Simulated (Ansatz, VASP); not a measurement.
**Two plane-wave programs on Ga4Sb5**

```
CELL_PARAMETERS angstrom
4.32129 0.00000 0.00000
0.00000 4.32129 0.00000
0.00000 0.00000 27.22246
ATOMIC_POSITIONS crystal
Sb 0.00000 0.50000 0.27452
Sb 0.50000 0.00000 0.38755
Sb 0.00000 0.50000 0.50000
Sb 0.50000 0.00000 0.61245
Sb 0.00000 0.50000 0.72548
Ga 0.50000 0.50000 0.33044
Ga 0.00000 0.00000 0.44352
Ga 0.50000 0.50000 0.55648
Ga 0.00000 0.00000 0.66956
```

Alike in both runs: functional PBEsol; k mesh 8 × 8 × 1; occupations gaussian, width 0.1 eV; no spin polarisation.

Ansatz relaxed the structure, and its values are those at the end. VASP's run is a single point on that final structure, the one shown.

|  | VASP | Ansatz |
| --- | --- | --- |
| version | VASP 6.6.1 | Ansatz 0.2.0 |
| potentials or method | VASP PAW PBE potentials, release 64 (Sb, Ga_d), cutoff 520 eV | scalar-relativistic, plane waves, PAW |
| valence electrons in the cell | 77 | 127 |

Ansatz gave:

```
gap on the k mesh at the Fermi level (eV) : none
rms of the force components (eV/Å)        : 0.002
```

Question: Which values does VASP return?

Answer: gap on the k mesh at the Fermi level (eV): none; rms of the force components (eV/Å): 0.004.

VASP's potentials were made for PBE, not for PBEsol. A gap of «none» marks a metal or a gap that the smearing closes. VASP's potentials hold 77 valence electrons a cell and Ansatz's 127, so a difference there can come from the potentials and not from the codes. Ansatz's warnings: xc potential rough in thin density.

Neither program's run includes spin-orbit coupling.
